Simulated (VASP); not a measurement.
# TeS2 (CdI2 type) (P-3m1) in VASP: a series of runs

TeS2 (CdI2 type) is run at these levels: PBE; tasks: electric field gradients, density of states.

All numbers are computed with VASP 6.6.1; they aren't measurements. Logs are shortened: lines on timing, memory, paths and dates and some standing lists are left out, and cuts for length are marked.

**1. The cell of the first run**

Symmetry: P-3m1, No. 164, trigonal system. Conventional cell: a = 3.834 Å, b = 3.834 Å, c = 6.753 Å, α = 90.00°, β = 90.00°, γ = 120.00°. Within 3.6 Å of Te (site symmetry -3m) lie 6 S at 2.70 Å. S (site symmetry 3m) has 3 Te at 2.70 Å within 3.6 Å.

**2. Electric field gradients, PBE**

INCAR

```
SYSTEM = TeS2
  PREC = Accurate
  ENCUT = 520
  EDIFF = 1E-8
  ISMEAR = -1
  SIGMA = 0.08
  LREAL = .False.
  LASPH = .True.
  NELM = 100
  ALGO = Normal
  ISIF = 2
  LWAVE = .False.
  LCHARG = .False.
  GGA = PE
  LEFG = .True.
  NBANDS = 16
```

KPOINTS

```
regular mesh
0
Gamma
  11 11 6
  0 0 0
```

POSCAR

```
TeS2
1.0
    3.8344860052      0.0000000000      0.0000000000
   -1.9172430026      3.3207622910      0.0000000000
    0.0000000000      0.0000000000      6.7530907526
Te S
1 2
Direct
    0.0000000000      0.0000000000      0.0000000000
    0.3333333333      0.6666666667      0.2285103528
    0.6666666667      0.3333333333      0.7714896472
```

Potentials or basis: VASP PAW PBE potentials, release 64 (Te, S).

Command:

```console
> cat potpaw_PBE.64/Te/POTCAR potpaw_PBE.64/S/POTCAR > POTCAR
> mpirun -np 1 vasp_std > vasp.out
```

OUTCAR:

```text
SYSTEM = TeS2
   PREC = Accurate
   ENCUT = 520
   EDIFF = 1E-8
   ISMEAR = -1
   LREAL = .False.
   LASPH = .True.
   NELM = 100
   ISIF = 2
   GGA = PE

 ion  position               nearest neighbor table
   1  0.000  0.000  0.000-   2 2.70   3 2.70   3 2.70   2 2.70   3 2.70   2 2.70
   2  0.333  0.667  0.229-   1 2.70   1 2.70   1 2.70
   3  0.667  0.333  0.771-   1 2.70   1 2.70   1 2.70

  LATTYP: Found a hexagonal cell.
 ALAT       =     3.8344860052
 C/A-ratio  =     1.7611462771

  Lattice vectors:

 A1 = (   3.8344860052,   0.0000000000,   0.0000000000)
 A2 = (  -1.9172430026,   3.3207622910,   0.0000000000)
 A3 = (   0.0000000000,   0.0000000000,   6.7530907526)

Analysis of symmetry for initial positions (statically):
=====================================================================
 Subroutine PRICEL returns:
 Original cell was already a primitive cell.

 Routine SETGRP: Setting up the symmetry group for a
 hexagonal supercell.

 Subroutine GETGRP returns: Found 12 space group operations
 (whereof 12 operations were pure point group operations)
 out of a pool of 24 trial point group operations.

The static configuration has the point symmetry D_3d.

Analysis of symmetry for dynamics (positions and initial velocities):
=====================================================================
 Subroutine PRICEL returns:
 Original cell was already a primitive cell.

 Routine SETGRP: Setting up the symmetry group for a
 hexagonal supercell.

 Subroutine GETGRP returns: Found 12 space group operations
 (whereof 12 operations were pure point group operations)
 out of a pool of 24 trial point group operations.

The dynamic configuration has the point symmetry D_3d.

 Subroutine INISYM returns: Found 12 space group operations
 (whereof 12 operations are pure point group operations),
 and found     1 'primitive' translations

----------------------------------------------------------------------------------------

                                     Primitive cell

  volume of cell :      85.9899

  direct lattice vectors                    reciprocal lattice vectors
     3.834486005  0.000000000  0.000000000     0.260791146  0.150567838  0.000000000
    -1.917243003  3.320762291  0.000000000     0.000000000  0.301135677  0.000000000
     0.000000000  0.000000000  6.753090753     0.000000000  0.000000000  0.148080344

  length of vectors
     3.834486005  3.834486005  6.753090753     0.301135677  0.301135677  0.148080344

  position of ions in fractional coordinates (direct lattice)
     0.000000000  0.000000000  0.000000000
     0.333333333  0.666666667  0.228510353
     0.666666667  0.333333333  0.771489647

  ion indices of the primitive-cell ions
   primitive index   ion index
                 1           1
                 2           2
                 3           3

----------------------------------------------------------------------------------------

 KPOINTS: regular mesh

Automatic generation of k-mesh.
 Grid dimensions read from file:
 generate k-points for:   11   11    6

 Generating k-lattice:

  Cartesian coordinates                     Fractional coordinates (reciprocal lattice)
     0.023708286  0.013687985  0.000000000     0.090909091  0.000000000  0.000000000
     0.000000000  0.027375971  0.000000000     0.000000000  0.090909091  0.000000000
     0.000000000  0.000000000  0.024680057     0.000000000  0.000000000  0.166666667

  Length of vectors
     0.027375971  0.027375971  0.024680057

  Shift w.r.t. Gamma in fractional coordinates (k-lattice)
     0.000000000  0.000000000  0.000000000

 Subroutine IBZKPT returns following result:
 ===========================================

 Found     84 irreducible k-points:

 Following reciprocal coordinates:
            Coordinates               Weight
  0.000000  0.000000  0.000000      1.000000
  0.090909  0.000000  0.000000      6.000000
  0.181818  0.000000  0.000000      6.000000
  0.272727  0.000000  0.000000      6.000000
  0.363636  0.000000  0.000000      6.000000
  0.454545  0.000000  0.000000      6.000000
[... 16 lines left out ...]
  0.000000  0.272727  0.166667      6.000000
  0.363636  0.000000  0.166667      6.000000
 [... further k-points ...]
   k-points           NKPTS =     84   k-points in BZ     NKDIM =     84   number of bands    NBANDS=     16
   number of dos      NEDOS =    301   number of ions     NIONS =      3
   total plane-waves  NPLWV =  45000
   dimension x,y,z NGX =    30 NGY =   30 NGZ =   50
   dimension x,y,z NGXF=    60 NGYF=   60 NGZF=  100
   ions per type =               1   2
   NGX,Y,Z   is equivalent  to a cutoff of  13.01, 13.01, 12.31 a.u.
   NGXF,Y,Z  is equivalent  to a cutoff of  26.01, 26.01, 24.62 a.u.
 SYSTEM =  TeS2
   PREC   = accura    normal or accurate (medium, high low for compatibility)
   ISTART =      0    job   : 0-new  1-cont  2-samecut
   ICHARG =      2    charge: 1-file 2-atom 10-const
   ISPIN  =      1    spin polarized calculation?
   LNONCOLLINEAR =      F non collinear calculations
   LSORBIT =      F    spin-orbit coupling
   LASPH  =      T    aspherical Exc in radial PAW
   ENCUT  =  520.0 eV  38.22 Ry    6.18 a.u.   7.13  7.13 12.56*2*pi/ulx,y,z
   NELM   =    100;   NELMIN=  2; NELMDL= -5     # of ELM steps
   EDIFF  = 0.1E-07   stopping-criterion for ELM
   LREAL  =      F    real-space projection
   EDIFFG = 0.1E-06   stopping-criterion for IOM
   NSW    =      0    number of steps for IOM
   IBRION =     -1    ionic relax: 0-MD 1-quasi-New 2-CG
   NFREE  =      0    steps in history (QN), initial steepest desc. (CG)
   ISIF   =      2    stress and relaxation
   ISYM   =      2    0-nonsym 1-usesym 2-fastsym
   POTIM  = 0.5000    time-step for ionic-motion
   TEBEG  =    0.0;   TEEND  =   0.0 temperature during run
   PSTRESS=    0.0 pullay stress
   NELECT =      18.0000    total number of electrons
   NUPDOWN=      -1.0000    fix difference up-down
   EMIN   =  10.00;   EMAX   =-10.00  energy-range for DOS
   EFERMI =   0.00;   METHOD = LEGACY
   ISMEAR =    -1;   SIGMA  =   0.08  broadening in eV -4-tet -1-fermi 0-gaus
   EFERMI_NEDOS =   21; number of points for ismear=-14 and -15
   IALGO  =     38    algorithm
   IMIX   =      4    mixing-type and parameters
     AMIX     =   0.40;   BMIX     =  1.00
     AMIX_MAG =   1.60;   BMIX_MAG =  1.00
  volume/ion in A,a.u.               =      28.66       193.43
  Fermi-wavevector in a.u.,A,eV,Ry     =   0.972038  1.836885 12.855567  0.944857
  Thomas-Fermi vector in A             =   2.102304
   LORBIT       =      0    0 simple, 1 ext, 2 COOP (PROOUT), +10 PAW based schemes
   GGA     = PE    functional components
   LHFCALC =     F    Hartree Fock is set to
   AEXX    =    0.0000 exact exchange contribution
   IVDW    =     0    specifies the selected vdW correction
   LEPSILON=     F    determine dielectric tensor
   LRPA    =     F    only Hartree local field effects (RPA)
 non-spin polarized calculation
  energy-cutoff  :      520.00
  volume of cell :       85.99
 maximum number of plane-waves:      2331
 NGX is ok and might be reduce to    30
   NGX = 15   NGY = 15   NGZ = 25

 number of electron      18.0000000 magnetization

 Free energy of the ion-electron system (eV)
  ---------------------------------------------------
  ext. energy  EPLUGINS =         0.00000000
  ---------------------------------------------------
  free energy    TOTEN  =       -11.12461200 eV

  energy without entropy =      -11.12317741  energy(sigma->0) =      -11.12389471

 E-fermi :   3.6125     XC(G=0):  -8.4255

 val. band max:        3.2165888066   @ k =   0.0909   0.0909   0.5000
 cond. band min:       3.6914710246   @ k =   0.0000   0.0000   0.5000
 fundamental gap:      0.4748822180
 Fermi energy:         3.6124545859

 k-point     1 :       0.0000    0.0000    0.0000
  band No.  band energies     occupation
      1     -11.6291      2.00000
      2      -8.9881      2.00000
      3      -5.1697      2.00000
      4       0.8816      2.00000
      5       0.8816      2.00000
      6       1.5435      2.00000
[... 8 lines left out ...]
     15      10.6734      0.00000
     16      10.9173      0.00000
[... 420 lines left out ...]
  band No.  band energies     occupation
      1     -10.2450      2.00000
      2      -8.6479      2.00000
      3      -6.7810      2.00000
      4      -2.0318      2.00000
      5      -0.5663      2.00000
      6      -0.3357      2.00000
[... 8 lines left out ...]
     15      12.2380      0.00000
     16      12.7332      0.00000

 [... further k-points ...]

------------------------ aborting loop because EDIFF is reached ----------------------------------------

  FORCE on cell =-STRESS in cart. coord.  units (eV):
  Direction    XX          YY          ZZ          XY          YZ          ZX
  --------------------------------------------------------------------------------------
  -------------------------------------------------------------------------------------
  Total       -0.1012285     -0.1012285     -0.0796348      0.0000000     -0.0000000      0.0000000
  in kB       -1.8861053     -1.8861053     -1.4837676      0.0000000     -0.0000000      0.0000000
  external PRESSURE =      -1.7519928 kB  Pullay stress =       0.0000000 kB

 VOLUME and BASIS-vectors are now :
 -----------------------------------------------------------------------------
  energy-cutoff  :      520.00
  volume of cell :       85.99
      direct lattice vectors                 reciprocal lattice vectors
     3.834486005  0.000000000  0.000000000     0.260791146  0.150567838  0.000000000
    -1.917243003  3.320762291  0.000000000     0.000000000  0.301135677  0.000000000
     0.000000000  0.000000000  6.753090753     0.000000000  0.000000000  0.148080344

 POSITION                                       TOTAL-FORCE (eV/Angst)
 -----------------------------------------------------------------------------------
      0.00000      0.00000      0.00000        -0.000000      0.000000      0.000000
     -0.00000      2.21384      1.54315        -0.000000      0.000000     -0.020596
      1.91724      1.10692      5.20994         0.000000     -0.000000      0.020596
 -----------------------------------------------------------------------------------
    total drift:                               -0.000000      0.000000     -0.000000

  FREE ENERGIE OF THE ION-ELECTRON SYSTEM (eV)
  ---------------------------------------------------
  free  energy   TOTEN  =       -11.1246120019 eV

  energy  without entropy=      -11.1231774082  energy(sigma->0) =      -11.12389471

 Electric field gradients (V/A^2)
---------------------------------------------------------------------
 ion       V_xx      V_yy      V_zz      V_xy      V_xz      V_yz
---------------------------------------------------------------------
   1       1.636     1.637    -3.273     0.000     0.000    -0.000
   2       4.784     4.784    -9.568    -0.000    -0.000     0.000
   3       4.784     4.784    -9.568    -0.000    -0.000     0.000
---------------------------------------------------------------------

 Electric field gradients after diagonalization (V/A^2)
 (convention: |V_zz| > |V_xx| > |V_yy|)
----------------------------------------------------------------------
 ion       V_xx      V_yy      V_zz     asymmetry (V_yy - V_xx)/ V_zz
----------------------------------------------------------------------
   1       1.637     1.636    -3.273       0.000
   2       4.784     4.784    -9.568       0.000
   3       4.784     4.784    -9.568       0.000
----------------------------------------------------------------------

           NMR quadrupolar parameters

 Cq : quadrupolar parameter    Cq=e*Q*V_zz/h
 eta: asymmetry parameters     (V_yy - V_xx)/ V_zz
 Q  : nuclear electric quadrupole moment in mb (millibarn)
----------------------------------------------------------------------
 ion       Cq(MHz)       eta       Q (mb)
----------------------------------------------------------------------
   1      -0.008       0.000       1.000
   2      -0.023       0.000       1.000
   3      -0.023       0.000       1.000
----------------------------------------------------------------------
```

Run time: 84 s. Hardware: 1 thread of Intel Xeon 6975P-C (Granite Rapids), shared host; peak memory 0.26 GiB.

Results:

| Property | Result |
| --- | --- |
| Free energy | -11.1246 eV |
| Pressure | -0.2 GPa |
| Largest force | 0.021 eV/Å |
| Band gap on the k mesh | 0.47 eV, indirect (least direct gap 0.93 eV) |

Forces on the atoms (eV/Å):
```
Te   0.000  0.000  0.000
S    0.000  0.000 -0.021
S    0.000  0.000  0.021
```

Electric field gradients, principal values (V/Å²):
| atom | least | middle | greatest (by size) |
| --- | --- | --- | --- |
| 1 Te | 1.636 | 1.637 | -3.273 |
| 2 S | 4.784 | 4.784 | -9.568 |
| 3 S | 4.784 | 4.784 | -9.568 |

Caveat: without QUAD_EFG the Cq values of the log hold for a quadrupole moment of 1 mb, not for the nuclei; spin-orbit coupling is left out, which moves the levels of the heavy elements; this functional lacks dispersion, which binds the layers, so the pressure and a relaxed spacing across them are unreliable.

(Continued in part 2 of 2.)
